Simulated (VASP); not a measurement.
A run of VASP 6.6.1 is set up as follows.

INCAR

```
SYSTEM = Si
PREC     = Accurate       ! precision mode
ENCUT    = 520            ! plane-wave cutoff, eV
EDIFF    = 1E-6           ! SCF threshold, eV
ISMEAR   = 0              ! smearing method
SIGMA    = 0.02           ! smearing width, eV
LREAL    = Auto         
LASPH    = .TRUE.         ! aspherical terms in the spheres
NELM     = 100            ! most SCF steps
ALGO     = Normal         ! electronic algorithm
ISIF     = 2              ! what is computed and relaxed
LWAVE    = .FALSE.        ! write WAVECAR
LCHARG   = .FALSE.        ! write CHGCAR
GGA      = PS             ! functional
NBANDS   = 83             ! bands
```

File KPOINTS:

```
Automatic mesh
0
Gamma
  2 2 2
  0.5 0.5 0.5
```

The input POSCAR:

```
Si
1.0
   -5.4338342764      5.4338342764     -5.4338342764
    5.4338342764     -5.4338342764     -5.4338342764
   -5.4338342764     -5.4338342764      5.4338342764
Si
31
Direct
    0.5000002506      0.0000001840      0.0490021385
    0.2541048235      0.9999998571      0.4956235069
    0.9980783778      1.0000002252      0.7508171564
    0.7488113905      0.7513638238      0.2490658403
    0.7400152076      1.0000000411      1.0070598810
    0.4999997905      0.7541047981      0.4956234149
    0.2599850176      0.7599849922      0.7670449241
    0.0019220314      0.5019220980      0.2527391212
    1.0025515544      0.7511880732      1.0002541895
    0.7486371120      0.4974479092      0.4977029778
    0.5000001586      0.4980782192      0.7508170644
    0.2513637573      0.2488113239      0.2490658403
    0.2511881906      0.5025516718      0.0002542404
    0.9974478838      0.2486370455      0.4977028857
    0.7458954016      0.2458954271      0.7415178298
    0.5000000666      0.2400151410      0.0070598399
    0.7390314639      0.2390313973      0.4832921592
    0.5000002506      0.2457345830      0.7534080525
    0.2516388853      0.2508259234      0.0005481396
    0.0010086800      0.0000004601      0.4988866723
   -0.0008128698      0.2483612733      0.2489096890
    0.7457346496      0.0000002760      0.7534081446
    0.2542654836      0.7542654581      0.5076739296
    0.2609675651     -0.0000008281      0.2442612219
    0.0008129619      0.7491741177      0.7497222574
    0.7508259900      0.7516389518      0.0005481396
    0.5000004346      0.5010086546      0.4988866723
    0.4999992384      0.7609676316      0.2442612219
    0.2491741432      0.5008129364      0.7497222574
   -0.0010089561      0.4989911105     -0.0021223503
    0.7483612479      0.4991871047      0.2489096890
```

Potentials or basis: VASP PAW PBE potentials, release 64 (Si).

Run with:

```console
$ cat potpaw_PBE.64/Si/POTCAR > POTCAR
$ mpirun -np 1 vasp_std > vasp.out
```

Problem. What does it give for the largest force?

Solution. 0.209 eV/Å.

Problem. Estimate the pressure.

Solution. -2.0 GPa.

Problem. Estimate the band gap on the k mesh.

Solution. Zero (bands 62 and 63 overlap by 0.19 eV).

Forces on the atoms (eV/Å):
```
Si   0.121  0.121 -0.121
Si  -0.003 -0.016  0.016
Si  -0.011 -0.001  0.001
Si  -0.002 -0.005  0.007
Si  -0.006  0.034 -0.034
Si  -0.016 -0.003  0.016
Si   0.034  0.034  0.006
Si  -0.001 -0.001  0.011
Si  -0.005 -0.007  0.002
Si  -0.007 -0.002  0.005
Si  -0.001 -0.011  0.001
Si  -0.005 -0.002  0.007
Si  -0.007 -0.005  0.002
Si  -0.002 -0.007  0.005
Si  -0.016 -0.016  0.003
Si   0.034 -0.006 -0.034
Si  -0.023 -0.023  0.019
Si   0.008 -0.007 -0.008
Si   0.000 -0.008  0.004
Si  -0.006 -0.009  0.009
Si  -0.008 -0.004  0.000
Si  -0.007  0.008 -0.008
Si   0.008  0.008  0.007
Si  -0.019 -0.023  0.023
Si   0.000 -0.004  0.008
Si  -0.008  0.000  0.004
Si  -0.009 -0.006  0.009
Si  -0.023 -0.019  0.023
Si  -0.004  0.000  0.008
Si  -0.009 -0.009  0.006
Si  -0.004 -0.008  0.000
```

Caveat: the k points lie up to 0.41 Å⁻¹ apart; the PAW data sets were made with another functional, which shifts forces and pressure a little.
